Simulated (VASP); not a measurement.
# AlN (P6_3/mmc) in VASP: a series of runs, part 2 of 2

VASP 6.6.1.

## Step 3: Single point, PBEsol

Contents of INCAR:

```
PREC = Accurate
ENCUT = 520
EDIFF = 1E-7
ISMEAR = 0
SIGMA = 0.05
LREAL = F
LASPH = T
NELM = 100
ALGO = Normal
ISIF = 2
LWAVE = F
LCHARG = F
GGA = PS
NBANDS = 16
```

Contents of KPOINTS:

```
regular mesh
0
Gamma
  9 9 6
```

Contents of POSCAR:

```
AlN
1.0
    3.2620000000      0.0000000000      0.0000000000
   -1.6310000000      2.8249748671      0.0000000000
    0.0000000000      0.0000000000      4.0170000000
Al N
2 2
Direct
    0.3333333333      0.6666666667      0.7500000000
    0.6666666667      0.3333333333      0.2500000000
    0.3333333333      0.6666666667      0.2500000000
    0.6666666667      0.3333333333      0.7500000000
```

Potentials or basis: VASP PAW PBE potentials, release 64 (Al, N).

Run with:

```
$ cat potpaw_PBE.64/Al/POTCAR potpaw_PBE.64/N/POTCAR > POTCAR
$ mpirun -np 1 vasp_std > vasp.out
```

OUTCAR:

```text
PREC = Accurate
   ENCUT = 520
   EDIFF = 1E-7
   ISMEAR = 0
   LREAL = F
   LASPH = T
   NELM = 100
   ISIF = 2
   GGA = PS

 ion  position               nearest neighbor table
   1  0.333  0.667  0.750-   4 1.88   4 1.88   4 1.88   3 2.01   3 2.01   2 2.75   2 2.75   2 2.75
                             2 2.75   2 2.75   2 2.75
   2  0.667  0.333  0.250-   3 1.88   3 1.88   3 1.88   4 2.01   4 2.01   1 2.75   1 2.75   1 2.75
                             1 2.75   1 2.75   1 2.75
   3  0.333  0.667  0.250-   2 1.88   2 1.88   2 1.88   1 2.01   1 2.01
   4  0.667  0.333  0.750-   1 1.88   1 1.88   1 1.88   2 2.01   2 2.01

  LATTYP: Found a hexagonal cell.
 ALAT       =     3.2620000000
 C/A-ratio  =     1.2314530963

  Lattice vectors:

 A1 = (   3.2620000000,   0.0000000000,   0.0000000000)
 A2 = (  -1.6310000000,   2.8249748671,   0.0000000000)
 A3 = (   0.0000000000,   0.0000000000,   4.0170000000)

Analysis of symmetry for initial positions (statically):
=====================================================================
 Subroutine PRICEL returns:
 Original cell was already a primitive cell.

 Routine SETGRP: Setting up the symmetry group for a
 hexagonal supercell.

 Subroutine GETGRP returns: Found 24 space group operations
 (whereof 12 operations were pure point group operations)
 out of a pool of 24 trial point group operations.

The static configuration has the point symmetry D_3d.
 The point group associated with its full space group is D_6h.

Analysis of symmetry for dynamics (positions and initial velocities):
=====================================================================
 Subroutine PRICEL returns:
 Original cell was already a primitive cell.

 Routine SETGRP: Setting up the symmetry group for a
 hexagonal supercell.

[... 127 lines left out ...]
   IMIX   =      4    mixing-type and parameters
     AMIX     =   0.40;   BMIX     =  1.00
     AMIX_MAG =   1.60;   BMIX_MAG =  1.00
  volume/ion in A,a.u.               =       9.25        62.45
  Fermi-wavevector in a.u.,A,eV,Ry     =   1.237793  2.339090 20.845916  1.532132
  Thomas-Fermi vector in A             =   2.372345
   LORBIT       =      0    0 simple, 1 ext, 2 COOP (PROOUT), +10 PAW based schemes
   GGA     = PS    functional components
   LHFCALC =     F    Hartree Fock is set to
   AEXX    =    0.0000 exact exchange contribution
   IVDW    =     0    specifies the selected vdW correction
   LEPSILON=     F    determine dielectric tensor
   LRPA    =     F    only Hartree local field effects (RPA)
 non-spin polarized calculation
 Gauss-broadening in eV      SIGMA  =   0.05
  energy-cutoff  :      520.00
  volume of cell :       37.02
 maximum number of plane-waves:      1032
   NGX = 13   NGY = 13   NGZ = 15

 number of electron      16.0000001 magnetization

 Free energy of the ion-electron system (eV)
  ---------------------------------------------------
  ext. energy  EPLUGINS =         0.00000000
  ---------------------------------------------------
  free energy    TOTEN  =       -30.86275462 eV

  energy without entropy =      -30.86275462  energy(sigma->0) =      -30.86275462

 E-fermi :   8.8457     XC(G=0): -11.6722

 val. band max:        8.5833850724   @ k =   0.0000   0.0000   0.0000
 cond. band min:      12.3512139749   @ k =   0.0000   0.0000   0.0000
 fundamental gap:      3.7678289024
 Fermi energy:         8.8457043359

 k-point     1 :       0.0000    0.0000    0.0000
  band No.  band energies     occupation
      1      -8.6729      2.00000
      2      -4.4868      2.00000
      3       1.3746      2.00000
      4       5.1000      2.00000
      5       5.1000      2.00000
      6       6.9769      2.00000
[... 433 lines left out ...]
      3       1.6425      2.00000
      4       2.8607      2.00000
      5       2.8607      2.00000
      6       5.6180      2.00000
[... 8 lines left out ...]
     15      20.2275      0.00000
     16      22.5240      0.00000

 [... further k-points ...]

------------------------ aborting loop because EDIFF is reached ----------------------------------------

  FORCE on cell =-STRESS in cart. coord.  units (eV):
  Direction    XX          YY          ZZ          XY          YZ          ZX
  --------------------------------------------------------------------------------------
  -------------------------------------------------------------------------------------
  Total        2.6907617      2.6907617      3.4277827      0.0000000     -0.0000000      0.0000000
  in kB      116.4623226    116.4623226    148.3622769      0.0000000     -0.0000000      0.0000000
  external PRESSURE =     127.0956407 kB  Pullay stress =       0.0000000 kB

 VOLUME and BASIS-vectors are now :
 -----------------------------------------------------------------------------
  energy-cutoff  :      520.00
  volume of cell :       37.02
      direct lattice vectors                 reciprocal lattice vectors
     3.262000000  0.000000000  0.000000000     0.306560392  0.176992725  0.000000000
    -1.631000000  2.824974867  0.000000000     0.000000000  0.353985450  0.000000000
     0.000000000  0.000000000  4.017000000     0.000000000  0.000000000  0.248941997

 POSITION                                       TOTAL-FORCE (eV/Angst)
 -----------------------------------------------------------------------------------
     -0.00000      1.88332      3.01275         0.000000      0.000000      0.000000
      1.63100      0.94166      1.00425        -0.000000     -0.000000      0.000000
     -0.00000      1.88332      1.00425        -0.000000      0.000000      0.000000
      1.63100      0.94166      3.01275        -0.000000     -0.000000      0.000000
 -----------------------------------------------------------------------------------
    total drift:                               -0.000000      0.000000     -0.000000

  FREE ENERGIE OF THE ION-ELECTRON SYSTEM (eV)
  ---------------------------------------------------
  free  energy   TOTEN  =       -30.8627546227 eV

  energy  without entropy=      -30.8627546227  energy(sigma->0) =      -30.86275462
```

OSZICAR:

```text
N       E                     dE             d eps       ncg     rms          rms(c)
DAV:   1     0.432512728267E+02    0.43251E+02   -0.75652E+03  1536   0.912E+02
DAV:   2    -0.320201522664E+02   -0.75271E+02   -0.68084E+02  2312   0.192E+02
DAV:   3    -0.353154180397E+02   -0.32953E+01   -0.32840E+01  1784   0.419E+01
DAV:   4    -0.353335666450E+02   -0.18149E-01   -0.18147E-01  2008   0.347E+00
DAV:   5    -0.353337949087E+02   -0.22826E-03   -0.22826E-03  1768   0.393E-01    0.117E+01
DAV:   6    -0.309585733273E+02    0.43752E+01   -0.81641E+00  1960   0.217E+01    0.414E+00
DAV:   7    -0.309055386289E+02    0.53035E-01   -0.73808E-01  1824   0.598E+00    0.291E+00
DAV:   8    -0.308702462952E+02    0.35292E-01   -0.10070E-01  1672   0.253E+00    0.793E-01
DAV:   9    -0.308624859343E+02    0.77604E-02   -0.19188E-02  1936   0.108E+00    0.255E-01
DAV:  10    -0.308628507379E+02   -0.36480E-03   -0.20210E-03  1784   0.305E-01    0.170E-01
DAV:  11    -0.308627569693E+02    0.93769E-04   -0.13567E-04  1816   0.892E-02    0.394E-02
DAV:  12    -0.308627549424E+02    0.20269E-05   -0.75849E-06  1840   0.217E-02    0.631E-03
DAV:  13    -0.308627545719E+02    0.37050E-06   -0.19879E-06  2032   0.104E-02    0.386E-03
DAV:  14    -0.308627546227E+02   -0.50755E-07   -0.12158E-07  1112   0.318E-03
   1 F= -.30862755E+02 E0= -.30862755E+02  d E =-.645647E-16
```

stdout:

```text
POSCAR found type information on POSCAR AlN
 POSCAR found :  2 types and       4 ions
 scaLAPACK will be used
 -----------------------------------------------------------------------------
|                                                                             |
|                                                                             |
|     You enforced a specific xc type in the INCAR file but a different       |
|     I HOPE YOU KNOW WHAT YOU ARE DOING!                                     |
|                                                                             |
 -----------------------------------------------------------------------------

 LDA part: xc-table for (Slater+PW92), standard interpolation
 POSCAR, INCAR and KPOINTS ok, starting setup
 FFT: planning ... GRIDC
 FFT: planning ... GRID_SOFT
 FFT: planning ... GRID
 WAVECAR not read
 entering main loop
```

Run time: 9.4 s. Hardware: 1 thread of Intel Xeon 6975P-C (Granite Rapids), shared host; peak memory 0.15 GiB.

Results:

* Free energy: -30.8628 eV
* Pressure: 12.7 GPa
* Band gap on the k mesh: 3.77 eV, direct

Stress tensor (GPa, compression positive):
```
11.65  0.00  0.00
 0.00 11.65  0.00
 0.00  0.00 14.84
```

Caveat: the PAW data sets were made with another functional, which shifts forces and pressure a little.
